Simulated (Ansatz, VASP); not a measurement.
One calculation of LiMgCl, two programs

```
CELL_PARAMETERS angstrom
5.21464 0.00000 0.00000
-2.60732 4.51601 0.00000
0.00000 0.00000 6.18321
ATOMIC_POSITIONS crystal
Li 0.33333 0.66667 0.96530
Li 0.66667 0.33333 0.46530
Mg 0.00000 0.00000 0.18704
Mg 0.00000 0.00000 0.68704
Cl 0.66667 0.33333 0.09765
Cl 0.33333 0.66667 0.59765
```

Alike in both runs: functional PBE; k mesh 12 × 12 × 6; occupations gaussian, width 0.01 eV; no spin polarisation.

Ansatz relaxed the structure, and its values are those at the end. VASP's run is a single point on that final structure, the one shown.

|  | VASP | Ansatz |
| --- | --- | --- |
| version | VASP 6.6.1 | Ansatz 0.2.0 |
| potentials or method | VASP PAW PBE potentials, release 64 (Li_sv, Mg, Cl), cutoff 520 eV | scalar-relativistic, plane waves, PAW |
| valence electrons in the cell | 24 | 40 |

```tsv
	VASP	Ansatz	Ansatz less VASP
gap on the k mesh at the Fermi level (eV)	0.07	0.07	-0.002
least direct gap on the mesh (eV)	0.35	0.35	-0.003
```

VASP's potentials hold 24 valence electrons a cell and Ansatz's 40, so a difference there can come from the potentials and not from the codes.

Noted on VASP's run: the cutoff is under 1.25 times that of the potentials, so the pressure is a little rough.
